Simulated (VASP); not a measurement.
# ZnS (P6_3mc) in VASP: notebook

ZnS is run at these levels: r2SCAN; tasks: single point, relaxation of shape and atoms at fixed volume.

Program: VASP 6.6.1. These are calculated values, not measurements. Logs are shortened: lines on timing, memory, paths and dates and some standing lists are left out, and cuts for length are marked.

## (1) The cell of the first run

It takes space group P6_3mc (No. 186, hexagonal). Conventional cell: a = 3.933 Å, b = 3.933 Å, c = 6.436 Å, α = 90.00°, β = 90.00°, γ = 120.00°. Zn (site symmetry 3m) has 4 S at 2.41 Å within 3.2 Å. Within 3.2 Å of S (site symmetry 3m) lie 4 Zn at 2.41 Å.

## (2) Single point, r2SCAN (21.56 Å³/atom)

File POSCAR:

```
ZnS
1.0
    3.9331292863      0.0000000000      0.0000000000
   -1.9665646431      3.4061898783      0.0000000000
    0.0000000000      0.0000000000      6.4357932029
Zn S
2 2
Direct
    0.3333333333      0.6666666667      0.0050057581
    0.6666666667      0.3333333333      0.5050057581
    0.3333333333      0.6666666667      0.3799942419
    0.6666666667      0.3333333333      0.8799942419
```

File INCAR.step1:

```
  ALGO = Normal
  EDIFF = 1E-4
  ENCUT = 520
  GGA = PE
  ISMEAR = 0
  LASPH = True
  LCHARG = False
  LREAL = False
  LWAVE = True
  NBANDS = 26
  NELM = 60
  PREC = Accurate
  SIGMA = 0.02
```

File INCAR.step2:

```
  ALGO = Normal
  EDIFF = 1E-7
  ENCUT = 520
  ISIF = 2
  ISMEAR = 0
  ISTART = 1
  LASPH = True
  LCHARG = True
  LELF = True
  LMIXTAU = True
  LREAL = False
  LVHAR = True
  LWAVE = False
  METAGGA = R2SCAN
  NBANDS = 26
  NELM = 60
  PREC = Accurate
  SIGMA = 0.02
```

File KPOINTS:

```
k-points
0
Gamma
  6 6 4
```

Potentials or basis: VASP PAW PBE potentials, release 64 (Zn, S).

The run is started by

```console
$ cat potpaw_PBE.64/Zn/POTCAR potpaw_PBE.64/S/POTCAR > POTCAR
$ cp INCAR.step1 INCAR
$ mpirun -np 1 vasp_std > vasp.out
$ cp INCAR.step2 INCAR
$ mpirun -np 1 vasp_std > vasp.out
```

OUTCAR:

```text
EDIFF = 1E-7
   ENCUT = 520
   ISIF = 2
   ISMEAR = 0
   ISTART = 1
   LASPH = True
   LREAL = False
   METAGGA = R2SCAN
   NELM = 60
   PREC = Accurate

 ion  position               nearest neighbor table
   1  0.333  0.667  0.005-   4 2.41   4 2.41   4 2.41   3 2.41
   2  0.667  0.333  0.505-   3 2.41   3 2.41   3 2.41   4 2.41
   3  0.333  0.667  0.380-   2 2.41   2 2.41   2 2.41   1 2.41
   4  0.667  0.333  0.880-   1 2.41   1 2.41   1 2.41   2 2.41

  LATTYP: Found a hexagonal cell.
 ALAT       =     3.9331292863
 C/A-ratio  =     1.6363034964

  Lattice vectors:

 A1 = (   3.9331292863,   0.0000000000,   0.0000000000)
 A2 = (  -1.9665646431,   3.4061898783,   0.0000000000)
 A3 = (   0.0000000000,   0.0000000000,   6.4357932029)

Analysis of symmetry for initial positions (statically):
=====================================================================
 Subroutine PRICEL returns:
 Original cell was already a primitive cell.

 Routine SETGRP: Setting up the symmetry group for a
 hexagonal supercell.

 Subroutine GETGRP returns: Found 12 space group operations
 (whereof  6 operations were pure point group operations)
 out of a pool of 24 trial point group operations.

The static configuration has the point symmetry C_3v.
 The point group associated with its full space group is C_6v.

Analysis of symmetry for dynamics (positions and initial velocities):
=====================================================================
 Subroutine PRICEL returns:
 Original cell was already a primitive cell.

 Routine SETGRP: Setting up the symmetry group for a
 hexagonal supercell.

 Subroutine GETGRP returns: Found 12 space group operations
 (whereof  6 operations were pure point group operations)
 out of a pool of 24 trial point group operations.

The dynamic configuration has the point symmetry C_3v.
 The point group associated with its full space group is C_6v.

 Subroutine INISYM returns: Found 12 space group operations
 (whereof  6 operations are pure point group operations),
 and found     1 'primitive' translations

----------------------------------------------------------------------------------------

                                     Primitive cell

  volume of cell :      86.2202

  direct lattice vectors                    reciprocal lattice vectors
     3.933129286  0.000000000  0.000000000     0.254250478  0.146791582  0.000000000
    -1.966564643  3.406189878  0.000000000     0.000000000  0.293583164  0.000000000
     0.000000000  0.000000000  6.435793203     0.000000000  0.000000000  0.155381003

  length of vectors
     3.933129286  3.933129286  6.435793203     0.293583164  0.293583164  0.155381003

  position of ions in fractional coordinates (direct lattice)
     0.333333333  0.666666667  0.005005758
     0.666666667  0.333333333  0.505005758
     0.333333333  0.666666667  0.379994242
     0.666666667  0.333333333  0.879994242

  ion indices of the primitive-cell ions
   primitive index   ion index
                 1           1
                 2           2
                 3           3
                 4           4

----------------------------------------------------------------------------------------

 KPOINTS: k-points

Automatic generation of k-mesh.
 Grid dimensions read from file:
 generate k-points for:    6    6    4

 Generating k-lattice:

  Cartesian coordinates                     Fractional coordinates (reciprocal lattice)
     0.042375080  0.024465264  0.000000000     0.166666667  0.000000000  0.000000000
     0.000000000  0.048930527  0.000000000     0.000000000  0.166666667  0.000000000
     0.000000000  0.000000000  0.038845251     0.000000000  0.000000000  0.250000000

  Length of vectors
     0.048930527  0.048930527  0.038845251

  Shift w.r.t. Gamma in fractional coordinates (k-lattice)
     0.000000000  0.000000000  0.000000000

 Subroutine IBZKPT returns following result:
 ===========================================

 Found     21 irreducible k-points:

 Following reciprocal coordinates:
            Coordinates               Weight
  0.000000  0.000000  0.000000      1.000000
  0.166667  0.000000  0.000000      6.000000
  0.333333  0.000000  0.000000      6.000000
  0.500000 -0.000000  0.000000      3.000000
  0.166667  0.166667  0.000000      6.000000
  0.333333  0.166667  0.000000     12.000000
[... 13 lines left out ...]
  0.333333  0.166667  0.500000     12.000000
  0.333333  0.333333  0.500000      2.000000
   k-points           NKPTS =     21   k-points in BZ     NKDIM =     21   number of bands    NBANDS=     26
   number of dos      NEDOS =    301   number of ions     NIONS =      4
   total plane-waves  NPLWV =  43200
   dimension x,y,z NGX =    30 NGY =   30 NGZ =   48
   dimension x,y,z NGXF=    60 NGYF=   60 NGZF=   96
   ions per type =               2   2
   NGX,Y,Z   is equivalent  to a cutoff of  12.68, 12.68, 12.40 a.u.
   NGXF,Y,Z  is equivalent  to a cutoff of  25.36, 25.36, 24.80 a.u.
 SYSTEM =  unknown system
   PREC   = accura    normal or accurate (medium, high low for compatibility)
   ISTART =      1    job   : 0-new  1-cont  2-samecut
   ICHARG =      0    charge: 1-file 2-atom 10-const
   ISPIN  =      1    spin polarized calculation?
   LNONCOLLINEAR =      F non collinear calculations
   LSORBIT =      F    spin-orbit coupling
   LASPH  =      T    aspherical Exc in radial PAW
   ENCUT  =  520.0 eV  38.22 Ry    6.18 a.u.   7.31  7.31 11.97*2*pi/ulx,y,z
   NELM   =     60;   NELMIN=  2; NELMDL=  0     # of ELM steps
   EDIFF  = 0.1E-06   stopping-criterion for ELM
   LREAL  =      F    real-space projection
   EDIFFG = 0.1E-05   stopping-criterion for IOM
   NSW    =      0    number of steps for IOM
   IBRION =     -1    ionic relax: 0-MD 1-quasi-New 2-CG
   NFREE  =      0    steps in history (QN), initial steepest desc. (CG)
   ISIF   =      2    stress and relaxation
   ISYM   =      2    0-nonsym 1-usesym 2-fastsym
   POTIM  = 0.5000    time-step for ionic-motion
   TEBEG  =    0.0;   TEEND  =   0.0 temperature during run
   PSTRESS=    0.0 pullay stress
   NELECT =      36.0000    total number of electrons
   NUPDOWN=      -1.0000    fix difference up-down
   EMIN   =  10.00;   EMAX   =-10.00  energy-range for DOS
   EFERMI =   0.00;   METHOD = LEGACY
   ISMEAR =     0;   SIGMA  =   0.02  broadening in eV -4-tet -1-fermi 0-gaus
   EFERMI_NEDOS =   21; number of points for ismear=-14 and -15
   IALGO  =     38    algorithm
   IMIX   =      4    mixing-type and parameters
     AMIX     =   0.40;   BMIX     =  1.00
     AMIX_MAG =   1.60;   BMIX_MAG =  1.00
  volume/ion in A,a.u.               =      21.56       145.46
  Fermi-wavevector in a.u.,A,eV,Ry     =   1.223599  2.312268 20.370584  1.497196
  Thomas-Fermi vector in A             =   2.358704
   LORBIT       =      0    0 simple, 1 ext, 2 COOP (PROOUT), +10 PAW based schemes
   METAGGA = R2SCAN    functional components
   LHFCALC =     F    Hartree Fock is set to
   AEXX    =    0.0000 exact exchange contribution
   IVDW    =     0    specifies the selected vdW correction
   LEPSILON=     F    determine dielectric tensor
   LRPA    =     F    only Hartree local field effects (RPA)
 non-spin polarized calculation
 Gauss-broadening in eV      SIGMA  =   0.02
  energy-cutoff  :      520.00
  volume of cell :       86.22
 maximum number of plane-waves:      2364
 NGX is ok and might be reduce to    30
   NGX = 15   NGY = 15   NGZ = 23

 number of electron      35.9999951 magnetization

 Free energy of the ion-electron system (eV)
  ---------------------------------------------------
  ext. energy  EPLUGINS =         0.00000000
  ---------------------------------------------------
  free energy    TOTEN  =       -37.55792134 eV

  energy without entropy =      -37.55792134  energy(sigma->0) =      -37.55792134

 E-fermi :   1.1435     XC(G=0):  -9.8359

 val. band max:        1.0584030391   @ k =   0.0000   0.0000   0.0000
 cond. band min:       3.4021109683   @ k =   0.0000   0.0000   0.0000
 fundamental gap:      2.3437079292
 Fermi energy:         1.1434797295

 k-point     1 :       0.0000    0.0000    0.0000
  band No.  band energies     occupation
      1     -12.0389      2.00000
      2     -11.2438      2.00000
      3      -5.1369      2.00000
      4      -5.1277      2.00000
      5      -5.1277      2.00000
      6      -5.0535      2.00000
[... 18 lines left out ...]
     25       9.2327      0.00000
     26      10.4337      0.00000

 k-point     2 :       0.1667    0.0000    0.0000
  band No.  band energies     occupation
      1     -11.8810      2.00000
      2     -11.1606      2.00000
      3      -5.1260      2.00000
      4      -5.1031      2.00000
      5      -5.0979      2.00000
      6      -5.0264      2.00000
[... 18 lines left out ...]
     25       9.6674      0.00000
     26       9.9873      0.00000

 k-point     3 :       0.3333    0.0000    0.0000
  band No.  band energies     occupation
      1     -11.5080      2.00000
      2     -11.0140      2.00000
      3      -5.0946      2.00000
      4      -5.0493      2.00000
      5      -5.0276      2.00000
      6      -4.9191      2.00000
[... 18 lines left out ...]
     25      10.0889      0.00000
     26      11.0270      0.00000

 k-point     4 :       0.5000   -0.0000    0.0000
  band No.  band energies     occupation
      1     -11.2562      2.00000
      2     -10.9838      2.00000
      3      -5.0854      2.00000
      4      -5.0323      2.00000
      5      -4.8887      2.00000
      6      -4.8875      2.00000
[... 18 lines left out ...]
     25      10.4049      0.00000
     26      12.8218      0.00000
[... 409 lines left out ...]
      1     -11.3385      2.00000
      2     -11.3385      2.00000
      3      -5.0628      2.00000
      4      -5.0628      2.00000
      5      -5.0116      2.00000
      6      -5.0116      2.00000
[... 18 lines left out ...]
     25       9.8622      0.00000
     26       9.8622      0.00000

 k-point    20 :       0.3333    0.1667    0.5000
  band No.  band energies     occupation
      1     -11.1167      2.00000
      2     -11.1167      2.00000
      3      -5.0371      2.00000
      4      -5.0371      2.00000
      5      -4.9589      2.00000
      6      -4.9589      2.00000
[... 18 lines left out ...]
     25      10.4958      0.00000
     26      10.4958      0.00000

 k-point    21 :       0.3333    0.3333    0.5000
  band No.  band energies     occupation
      1     -11.0410      2.00000
      2     -11.0410      2.00000
      3      -4.9915      2.00000
      4      -4.9915      2.00000
      5      -4.9716      2.00000
      6      -4.9716      2.00000
[... 18 lines left out ...]
     25      11.2288      0.00000
     26      11.2288      0.00000

------------------------ aborting loop because EDIFF is reached ----------------------------------------

  FORCE on cell =-STRESS in cart. coord.  units (eV):
  Direction    XX          YY          ZZ          XY          YZ          ZX
  --------------------------------------------------------------------------------------
  -------------------------------------------------------------------------------------
  Total       -3.2797182     -3.2797182     -3.2376616     -0.0000000     -0.0000000      0.0000000
  in kB      -60.9449815    -60.9449815    -60.1634705     -0.0000000     -0.0000000      0.0000000
  external PRESSURE =     -60.6844778 kB  Pullay stress =       0.0000000 kB

 VOLUME and BASIS-vectors are now :
 -----------------------------------------------------------------------------
  energy-cutoff  :      520.00
  volume of cell :       86.22
      direct lattice vectors                 reciprocal lattice vectors
     3.933129286  0.000000000  0.000000000     0.254250478  0.146791582  0.000000000
    -1.966564643  3.406189878  0.000000000     0.000000000  0.293583164  0.000000000
     0.000000000  0.000000000  6.435793203     0.000000000  0.000000000  0.155381003

 POSITION                                       TOTAL-FORCE (eV/Angst)
 -----------------------------------------------------------------------------------
     -0.00000      2.27079      0.03222        -0.000000      0.000000     -0.004822
      1.96656      1.13540      3.25011         0.000000     -0.000000     -0.004822
     -0.00000      2.27079      2.44556         0.000000      0.000000      0.004822
      1.96656      1.13540      5.66346         0.000000      0.000000      0.004822
 -----------------------------------------------------------------------------------
    total drift:                               -0.000000     -0.000000      0.006902

  FREE ENERGIE OF THE ION-ELECTRON SYSTEM (eV)
  ---------------------------------------------------
  free  energy   TOTEN  =       -37.5579213398 eV

  energy  without entropy=      -37.5579213398  energy(sigma->0) =      -37.55792134
```

It took 3.2 min on 1 thread of Intel Xeon 8259CL, shared host; peak memory 0.23 GiB.

What came out:

| Quantity | Value |
| --- | --- |
| Free energy | -37.5579 eV |
| Pressure | -6.1 GPa |
| Largest force | 0.005 eV/Å |
| Band gap on the k mesh | 2.34 eV |

Forces on the atoms (eV/Å):
```
Zn   0.000  0.000 -0.005
Zn   0.000  0.000 -0.005
S    0.000  0.000  0.005
S    0.000  0.000  0.005
```

Caveat: the cell stands under tension; the PAW data sets were made with another functional, which shifts forces and pressure a little.

## (3) Relaxation of shape and atoms at fixed volume, r2SCAN (17.24 Å³/atom)

This run uses another cell than the first one, of 17.24 Å³/atom.

File POSCAR:

```
ZnS
1.0
    3.6431478913      0.0000000000      0.0000000000
   -1.8215739456      3.1550586236      0.0000000000
    0.0000000000      0.0000000000      6.0008795477
Zn S
2 2
Direct
    0.3333333333      0.6666666667      0.0060894717
    0.6666666667      0.3333333333      0.5060894717
    0.3333333333      0.6666666667      0.3789105283
    0.6666666667      0.3333333333      0.8789105283
```

File INCAR.step1:

```
  PREC = Accurate
  ENCUT = 600
  ISMEAR = 0
  SIGMA = 0.02
  LREAL = F
  LASPH = T
  NELM = 100
  GGA = PE
  ALGO = Normal
  EDIFF = 1E-4
  LWAVE = T
  LCHARG = F
```

File INCAR.step2:

```
  PREC = Accurate
  ENCUT = 600
  EDIFF = 1E-6
  ISMEAR = 0
  SIGMA = 0.02
  LREAL = F
  LASPH = T
  NELM = 100
  ALGO = Normal
  ISIF = 4
  LWAVE = F
  LCHARG = F
  METAGGA = R2SCAN
  LMIXTAU = T
  IBRION = 2
  NSW = 50
  EDIFFG = -0.01
  ISTART = 1
```

File KPOINTS:

```
Automatic mesh
0
Gamma
  6 6 4
```

Potentials or basis: VASP PAW PBE potentials, release 64 (Zn, S).

The run is started by

```console
$ cat potpaw_PBE.64/Zn/POTCAR potpaw_PBE.64/S/POTCAR > POTCAR
$ cp INCAR.step1 INCAR
$ mpirun -np 1 vasp_std > vasp.out
$ cp INCAR.step2 INCAR
$ mpirun -np 1 vasp_std > vasp.out
```

It took 4.9 min on 1 thread of Intel Xeon 8259CL, shared host; peak memory 0.23 GiB.

It converged, with:

- Free energy: -37.3775 eV
- Energy gained by relaxing: 0.0 meV/atom
- Ionic steps: 4
- Pressure after relaxing: 13.2 GPa
- Largest force after relaxing: 0.005 eV/Å
- Band gap on the k mesh: 3.40 eV

Forces in eV/Å, atoms in the order of the input:
```
Zn   0.000  0.000  0.005
Zn   0.000  0.000  0.005
S    0.000  0.000 -0.005
S    0.000  0.000 -0.005
```

Final structure:
```
Zn S
1.0
     3.64164    0.00000    0.00000
    -1.82082    3.15375    0.00000
     0.00000    0.00000    6.00587
Zn S
2 2
Direct
  0.33333 0.66667 0.00621
  0.66667 0.33333 0.50621
  0.33333 0.66667 0.37879
  0.66667 0.33333 0.87879
```

Levels at points of the mesh, in eV from the valence-band top:
```csv
k point,band 16,band 17,band 18,band 19,band 20,band 21
"(0.00, 0.00, 0.00)",-0.14,0.00,0.00,3.40,3.88,6.67
"(0.50, 0.00, 0.00)",-2.82,-2.17,-1.12,3.89,5.05,5.29
"(0.00, 0.00, 0.50)",-0.59,-0.59,-0.59,4.48,4.48,7.16
"(0.50, 0.00, 0.50)",-2.07,-2.03,-2.03,3.91,3.91,5.52
```

Caveat: the PAW data sets were made with another functional, which shifts forces and pressure a little.
